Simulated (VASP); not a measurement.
Input of a VASP 6.6.1 run:

File INCAR:

```
ALGO = Normal
EDIFF = 1E-6
ENCUT = 520
GGA = PE
ISIF = 2
ISMEAR = 0
ISPIN = 2
LASPH = T
LCHARG = T
LELF = T
LMAXMIX = 4
LORBIT = 11
LREAL = F
LVHAR = T
LWAVE = F
MAGMOM = 0 0 3 3
NBANDS = 34
NELM = 150
PREC = Accurate
SIGMA = 0.1
```

File KPOINTS:

```
k-points
0
Gamma
  6 6 6
```

POSCAR

```
GaCo
1.0
    0.0000000000      2.8827075894      2.8827075894
    2.8827075894      0.0000000000      2.8827075894
    2.8827075894      2.8827075894      0.0000000000
Ga Co
2 2
Direct
    0.5000000000      0.5000000000      0.5000000000
    0.7500000000      0.7500000000      0.7500000000
    0.0000000000      0.0000000000      0.0000000000
    0.2500000000      0.2500000000      0.2500000000
```

Potentials or basis: VASP PAW PBE potentials, release 64 (Ga_d, Co).

Run with:

```sh
$ cat potpaw_PBE.64/Ga_d/POTCAR potpaw_PBE.64/Co/POTCAR > POTCAR
$ mpirun -np 1 vasp_std > vasp.out
```

(1) What does it give for the net moment?

(2) Estimate the pressure.

(3) Predict the site moments.

Answers

(1) 1.72 μB per cell.

(2) 8.0 GPa.

(3) Ga -0.02; Co +0.90 μB.
